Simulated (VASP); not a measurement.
The system is TaAs.

```
Ta As
1.0
    -1.72181    1.72181    5.86794
     1.72181   -1.72181    5.86794
     1.72181    1.72181   -5.86794
Ta As
2 2
Cartesian
  0.0000 0.0000 5.8676
  1.7218 0.0000 2.9336
  0.0000 0.0000 0.9698
  0.0000 1.7218 3.9037
```

```yaml
Program: VASP 6.6.1
Task: relaxation of cell and atoms
Functional: RPBE
Potentials_or_basis: VASP PAW PBE potentials, release 64 (Ta_pv, As)
Cutoff: 600 eV
k_mesh: 11 × 11 × 11
Occupations: fermi-dirac, width 0.05 eV
Spin: no spin polarisation
```

At the start: pressure 5.4 GPa; volume 17.40 Å³/atom.

Problem. Where does the relaxation end?

Solution. Over 5 steps the energy falls by 8.7 meV/atom and the volume is 17.91 Å³/atom (+3.0 %); space group I4_1md (No. 109, to 0.1 Å) before and after.

The path:
| step | energy change (eV) | largest force (eV/Å) | pressure (GPa) | volume (Å³) |
| --- | --- | --- | --- | --- |
| 1 | 0.0000 | 0.0280 | 5.40 | 69.59 |
| 2 | 0.0739 | 0.0026 | -8.20 | 75.66 |
| 3 | -0.0346 | 0.0186 | -0.09 | 71.70 |
| 4 | -0.0347 | 0.0188 | -0.01 | 71.66 |
| 5 | -0.0348 | 0.0083 | 0.02 | 71.65 |

Final structure:
```cif
data_structure
_symmetry_space_group_name_H-M 'P 1'
_symmetry_Int_Tables_number 1
_cell_length_a 6.4033
_cell_length_b 6.4033
_cell_length_c 6.4033
_cell_angle_alpha 148.451
_cell_angle_beta 148.451
_cell_angle_gamma 45.220
_cell_volume 71.65
loop_
_atom_site_label
_atom_site_type_symbol
_atom_site_fract_x
_atom_site_fract_y
_atom_site_fract_z
_atom_site_occupancy
Ta1 Ta 0.50008 0.50008 0.00000 1
Ta2 Ta 0.25008 0.75008 0.50000 1
As1 As 0.08252 0.08252 0.00000 1
As2 As 0.83252 0.33252 0.50000 1
```

Caveat: the PAW data sets were made with another functional, which shifts forces and pressure a little.
